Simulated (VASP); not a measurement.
# Si (I4_1/amd) in VASP: electric field gradients with r2SCAN

Aim: the electric field gradients of Si with r2SCAN.

All numbers are computed with VASP 6.6.1; they aren't measurements. Logs are shortened: lines on timing, memory, paths and dates and some standing lists are left out, and cuts for length are marked.

**1. The cell of the first run**

Symmetry: I4_1/amd, No. 141, tetragonal system. Conventional cell: a = 4.814 Å, b = 4.814 Å, c = 2.659 Å, α = 90.00°, β = 90.00°, γ = 90.00°. Within 3.3 Å of Si (site symmetry -4m2) lie 10 Si at 2.50 to 3.13 Å.

**2. Electric field gradients, r2SCAN (x and y stretched by +1.5 %, z held)**

Input file POSCAR:

```
Si
1.0
   -2.4069428891      2.4069428891      1.3292653899
    2.4069428891     -2.4069428891      1.3292653899
    2.4069428891      2.4069428891     -1.3292653899
Si
2
Direct
    0.2500000000      0.7500000000      0.5000000000
    0.5000000000      0.5000000000      0.0000000000
```

Input file INCAR.step1:

```
SYSTEM = Si
ALGO = Normal
EDIFF = 1E-4
ENCUT = 520
GGA = PE
ISMEAR = -1
LASPH = .True.
LCHARG = .False.
LREAL = .False.
LWAVE = .True.
NBANDS = 11
NELM = 100
PREC = Accurate
SIGMA = 0.08
```

Input file INCAR.step2:

```
SYSTEM = Si
ALGO = Normal
EDIFF = 1E-8
ENCUT = 520
ISIF = 2
ISMEAR = -1
ISTART = 1
LASPH = .True.
LCHARG = .False.
LEFG = .True.
LMIXTAU = .True.
LREAL = .False.
LWAVE = .False.
METAGGA = R2SCAN
NBANDS = 11
NELM = 100
PREC = Accurate
SIGMA = 0.08
```

Input file KPOINTS:

```
k-points
0
Gamma
  16 16 16
  0 0 0
```

Potentials or basis: VASP PAW PBE potentials, release 64 (Si).

Launch:

```console
cat potpaw_PBE.64/Si/POTCAR > POTCAR
cp INCAR.step1 INCAR
mpirun -np 1 vasp_std > vasp.out
cp INCAR.step2 INCAR
mpirun -np 1 vasp_std > vasp.out
```

OUTCAR:

```text
SYSTEM = Si
   EDIFF = 1E-8
   ENCUT = 520
   ISIF = 2
   ISMEAR = -1
   ISTART = 1
   LASPH = .True.
   LREAL = .False.
   METAGGA = R2SCAN
   NELM = 100
   PREC = Accurate

 ion  position               nearest neighbor table
   1  0.250  0.750  0.500-   2 2.50   2 2.50   2 2.50   2 2.50   2 3.13   2 3.13   2 3.13   2 3.13

   2  0.500  0.500  0.000-   1 2.50   1 2.50   1 2.50   1 2.50   1 3.13   1 3.13   1 3.13   1 3.13

  LATTYP: Found a body centered tetragonal cell.
 ALAT       =     4.8138857782
 C/A-ratio  =     0.5522629539

  Lattice vectors:

 A1 = (  -2.4069428891,   2.4069428891,   1.3292653899)
 A2 = (   2.4069428891,  -2.4069428891,   1.3292653899)
 A3 = (   2.4069428891,   2.4069428891,  -1.3292653899)

Analysis of symmetry for initial positions (statically):
=====================================================================
 Subroutine PRICEL returns:
 Original cell was already a primitive cell.

 Routine SETGRP: Setting up the symmetry group for a
 body centered tetragonal supercell.

 Subroutine GETGRP returns: Found 16 space group operations
 (whereof  8 operations were pure point group operations)
 out of a pool of 16 trial point group operations.

The static configuration has the point symmetry D_2d.
 The point group associated with its full space group is D_4h.

Analysis of symmetry for dynamics (positions and initial velocities):
=====================================================================
 Subroutine PRICEL returns:
 Original cell was already a primitive cell.

 Routine SETGRP: Setting up the symmetry group for a
 body centered tetragonal supercell.

 Subroutine GETGRP returns: Found 16 space group operations
 (whereof  8 operations were pure point group operations)
 out of a pool of 16 trial point group operations.

The dynamic configuration has the point symmetry D_2d.
 The point group associated with its full space group is D_4h.

 Subroutine INISYM returns: Found 16 space group operations
 (whereof  8 operations are pure point group operations),
 and found     1 'primitive' translations

----------------------------------------------------------------------------------------

                                     Primitive cell

  volume of cell :      30.8037

  direct lattice vectors                    reciprocal lattice vectors
    -2.406942889  2.406942889  1.329265390     0.000000000  0.207732390  0.376147610
     2.406942889 -2.406942889  1.329265390     0.207732390  0.000000000  0.376147610
     2.406942889  2.406942889 -1.329265390     0.207732390  0.207732390  0.000000000

  length of vectors
     3.654270737  3.654270737  3.654270737     0.429697301  0.429697301  0.293777964

  position of ions in fractional coordinates (direct lattice)
     0.250000000  0.750000000  0.500000000
     0.500000000  0.500000000  0.000000000

  ion indices of the primitive-cell ions
   primitive index   ion index
                 1           1
                 2           2

----------------------------------------------------------------------------------------

 KPOINTS: k-points

Automatic generation of k-mesh.
 Grid dimensions read from file:
 generate k-points for:   16   16   16

 Generating k-lattice:

  Cartesian coordinates                     Fractional coordinates (reciprocal lattice)
     0.000000000  0.012983274  0.023509226     0.062500000 -0.000000000  0.000000000
     0.012983274  0.000000000  0.023509226    -0.000000000  0.062500000  0.000000000
     0.012983274  0.012983274  0.000000000     0.000000000  0.000000000  0.062500000

  Length of vectors
     0.026856081  0.026856081  0.018361123

  Shift w.r.t. Gamma in fractional coordinates (k-lattice)
[... 37 lines left out ...]
   dimension x,y,z NGX =    28 NGY =   28 NGZ =   28
   dimension x,y,z NGXF=    56 NGYF=   56 NGZF=   56
   ions per type =               2
   NGX,Y,Z   is equivalent  to a cutoff of  12.74, 12.74, 12.74 a.u.
   NGXF,Y,Z  is equivalent  to a cutoff of  25.48, 25.48, 25.48 a.u.
 SYSTEM =  Si
   PREC   = accura    normal or accurate (medium, high low for compatibility)
   ISTART =      1    job   : 0-new  1-cont  2-samecut
   ICHARG =      0    charge: 1-file 2-atom 10-const
   ISPIN  =      1    spin polarized calculation?
   LNONCOLLINEAR =      F non collinear calculations
   LSORBIT =      F    spin-orbit coupling
   LASPH  =      T    aspherical Exc in radial PAW
   ENCUT  =  520.0 eV  38.22 Ry    6.18 a.u.   6.79  6.79  6.79*2*pi/ulx,y,z
   NELM   =    100;   NELMIN=  2; NELMDL=  0     # of ELM steps
   EDIFF  = 0.1E-07   stopping-criterion for ELM
   LREAL  =      F    real-space projection
   EDIFFG = 0.1E-06   stopping-criterion for IOM
   NSW    =      0    number of steps for IOM
   IBRION =     -1    ionic relax: 0-MD 1-quasi-New 2-CG
   NFREE  =      0    steps in history (QN), initial steepest desc. (CG)
   ISIF   =      2    stress and relaxation
   ISYM   =      2    0-nonsym 1-usesym 2-fastsym
   POTIM  = 0.5000    time-step for ionic-motion
   TEBEG  =    0.0;   TEEND  =   0.0 temperature during run
   PSTRESS=    0.0 pullay stress
   NELECT =       8.0000    total number of electrons
   NUPDOWN=      -1.0000    fix difference up-down
   EMIN   =  10.00;   EMAX   =-10.00  energy-range for DOS
   EFERMI =   0.00;   METHOD = LEGACY
   ISMEAR =    -1;   SIGMA  =   0.08  broadening in eV -4-tet -1-fermi 0-gaus
   EFERMI_NEDOS =   21; number of points for ismear=-14 and -15
   IALGO  =     38    algorithm
   IMIX   =      4    mixing-type and parameters
     AMIX     =   0.40;   BMIX     =  1.00
     AMIX_MAG =   1.60;   BMIX_MAG =  1.00
  volume/ion in A,a.u.               =      15.40       103.94
  Fermi-wavevector in a.u.,A,eV,Ry     =   1.044489  1.973797 14.843366  1.090957
  Thomas-Fermi vector in A             =   2.179244
   LORBIT       =      0    0 simple, 1 ext, 2 COOP (PROOUT), +10 PAW based schemes
   METAGGA = R2SCAN    functional components
   LHFCALC =     F    Hartree Fock is set to
   AEXX    =    0.0000 exact exchange contribution
   IVDW    =     0    specifies the selected vdW correction
   LEPSILON=     F    determine dielectric tensor
   LRPA    =     F    only Hartree local field effects (RPA)
 non-spin polarized calculation
  energy-cutoff  :      520.00
  volume of cell :       30.80
 maximum number of plane-waves:       843
   NGX = 13   NGY = 13   NGZ = 13

 number of electron       7.9999999 magnetization

 Free energy of the ion-electron system (eV)
  ---------------------------------------------------
  ext. energy  EPLUGINS =         0.00000000
  ---------------------------------------------------
  free energy    TOTEN  =       -16.68409904 eV

  energy without entropy =      -16.66840496  energy(sigma->0) =      -16.67625200

 E-fermi :   9.0354     XC(G=0): -11.4455

 val. band max:        9.0260228225   @ k =   0.3750   0.3125   0.0000
 cond. band min:       9.0534862536   @ k =   0.3750   0.2500   0.0000
 fundamental gap:      0.0274634311
 Fermi energy:         9.0354126783

 k-point     1 :       0.0000    0.0000    0.0000
  band No.  band energies     occupation
      1      -5.3680      2.00000
      2       6.3356      2.00000
      3       6.3356      2.00000
      4       6.9964      2.00000
      5      10.9779      0.00000
      6      16.9276      0.00000
      7      18.3532      0.00000
      8      18.3532      0.00000
      9      18.8125      0.00000
     10      19.7247      0.00000
     11      20.3366      0.00000
[... 309 lines left out ...]
 k-point    24 :      -0.0625    0.0625    0.0000
  band No.  band energies     occupation
      1      -5.3169      2.00000
      2       5.4254      2.00000
      3       6.3823      2.00000
      4       7.7175      2.00000
      5      11.2965      0.00000
      6      16.2401      0.00000
      7      18.0069      0.00000
      8      18.7553      0.00000
      9      18.8731      0.00000
     10      19.7958      0.00000
     11      20.4041      0.00000

 [... further k-points ...]

------------------------ aborting loop because EDIFF is reached ----------------------------------------

  FORCE on cell =-STRESS in cart. coord.  units (eV):
  Direction    XX          YY          ZZ          XY          YZ          ZX
  --------------------------------------------------------------------------------------
  -------------------------------------------------------------------------------------
  Total       -0.2561840     -0.2561840     -0.1447042      0.0000000      0.0000000      0.0000000
  in kB      -13.3247561    -13.3247561     -7.5264177      0.0000000      0.0000000      0.0000000
  external PRESSURE =     -11.3919766 kB  Pullay stress =       0.0000000 kB

 VOLUME and BASIS-vectors are now :
 -----------------------------------------------------------------------------
  energy-cutoff  :      520.00
  volume of cell :       30.80
      direct lattice vectors                 reciprocal lattice vectors
    -2.406942889  2.406942889  1.329265390     0.000000000  0.207732390  0.376147610
     2.406942889 -2.406942889  1.329265390     0.207732390  0.000000000  0.376147610
     2.406942889  2.406942889 -1.329265390     0.207732390  0.207732390  0.000000000

 POSITION                                       TOTAL-FORCE (eV/Angst)
 -----------------------------------------------------------------------------------
      2.40694     -0.00000      0.66463        -0.000000      0.000000      0.000000
      0.00000      0.00000      1.32927         0.000000     -0.000000     -0.000000
 -----------------------------------------------------------------------------------
    total drift:                                0.000000      0.000000      0.000000

  FREE ENERGIE OF THE ION-ELECTRON SYSTEM (eV)
  ---------------------------------------------------
  free  energy   TOTEN  =       -16.6840990418 eV

  energy  without entropy=      -16.6684049599  energy(sigma->0) =      -16.67625200

 Electric field gradients (V/A^2)
---------------------------------------------------------------------
 ion       V_xx      V_yy      V_zz      V_xy      V_xz      V_yz
---------------------------------------------------------------------
   1      -8.873    -8.873    17.746    -0.000    -0.000    -0.000
   2      -8.873    -8.873    17.746    -0.000    -0.000    -0.000
---------------------------------------------------------------------

 Electric field gradients after diagonalization (V/A^2)
 (convention: |V_zz| > |V_xx| > |V_yy|)
----------------------------------------------------------------------
 ion       V_xx      V_yy      V_zz     asymmetry (V_yy - V_xx)/ V_zz
----------------------------------------------------------------------
   1      -8.873    -8.873    17.746       0.000
   2      -8.873    -8.873    17.746       0.000
----------------------------------------------------------------------

           NMR quadrupolar parameters

 Cq : quadrupolar parameter    Cq=e*Q*V_zz/h
 eta: asymmetry parameters     (V_yy - V_xx)/ V_zz
 Q  : nuclear electric quadrupole moment in mb (millibarn)
----------------------------------------------------------------------
 ion       Cq(MHz)       eta       Q (mb)
----------------------------------------------------------------------
   1       0.043       0.000       1.000
   2       0.043       0.000       1.000
----------------------------------------------------------------------
```

It took 11 min on 1 thread of AMD EPYC 7R43 (Zen 3), shared host; peak memory 0.18 GiB.

What came out:

| Property | Result |
| --- | --- |
| Free energy | -16.6841 eV |
| Pressure | -1.1 GPa |
| Band gap on the k mesh | zero (band 4 reaches 11.21 eV, above the bottom of band 5 at 4.76 eV) |

Stress tensor (GPa, compression positive):
```
-1.33  0.00  0.00
 0.00 -1.33  0.00
 0.00  0.00 -0.75
```

Electric field gradients, principal values (V/Å²):
```csv
atom,least,middle,greatest (by size)
1 Si,-8.873,-8.873,17.746
2 Si,-8.873,-8.873,17.746
```

Caveat: the cell differs from its parent crystal (x and y stretched by +1.5 %, z held); without QUAD_EFG the Cq values of the log hold for a quadrupole moment of 1 mb, not for the nuclei; the PAW data sets were made with another functional, which shifts forces and pressure a little.
